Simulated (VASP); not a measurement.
Set up this calculation in VASP 6.6.1, as the native input.

```
Task                   : single point
Functional             : PBE
Potentials or basis    : VASP PAW PBE potentials, release 64 (Pb_d)
Cutoff                 : 520 eV
k mesh                 : 6 × 6 × 6
Occupations            : gaussian, width 0.1 eV
Spin                   : no spin polarisation
Dipole correction      : no
Further INCAR settings : ALGO = Normal; EDIFF = 1e-06; NBANDS = 21
```

The structure of Pb lies in POSCAR:

```
Pb
1.0
    0.0000000000      2.9685816924      6.5308835558
    1.6948038105      0.0000000000      6.5308835558
    1.6948038105      2.9685816924      0.0000000000
Pb
2
Direct
    0.1304463599      0.1304463599      0.8695536401
    0.8695536401      0.8695536401      0.1304463599
```

One way to write it, as run:

INCAR

```
SYSTEM = Pb
  ALGO = Normal
  EDIFF = 1E-6
  ENCUT = 520
  GGA = PE
  ISIF = 2
  ISMEAR = 0
  LASPH = .True.
  LCHARG = .False.
  LREAL = .False.
  LWAVE = .False.
  NBANDS = 21
  NELM = 80
  PREC = Accurate
  SIGMA = 0.1
```

KPOINTS

```
k-points
0
Gamma
  6 6 6
  0 0 0
```

Potentials or basis: VASP PAW PBE potentials, release 64 (Pb_d).

The run is started by

```console
$ cat potpaw_PBE.64/Pb_d/POTCAR > POTCAR
$ mpirun -np 1 vasp_std > vasp.out
```

It gave:

```json
{"Pressure": "-0.1 GPa", "Largest force": "0.006 eV/Å", "Band gap on the k mesh": "zero (bands 14 and 15 overlap by 5.64 eV)"}
```

Caveat: the k points lie up to 0.36 Å⁻¹ apart, too coarse for converged energies and pressures of a metal; spin-orbit coupling is left out, which moves the levels of the heavy elements.

It took 52 s on 1 thread of AMD EPYC 9R45 96-Core Processor (Zen 5), on a shared host, peak memory 0.24 GiB.
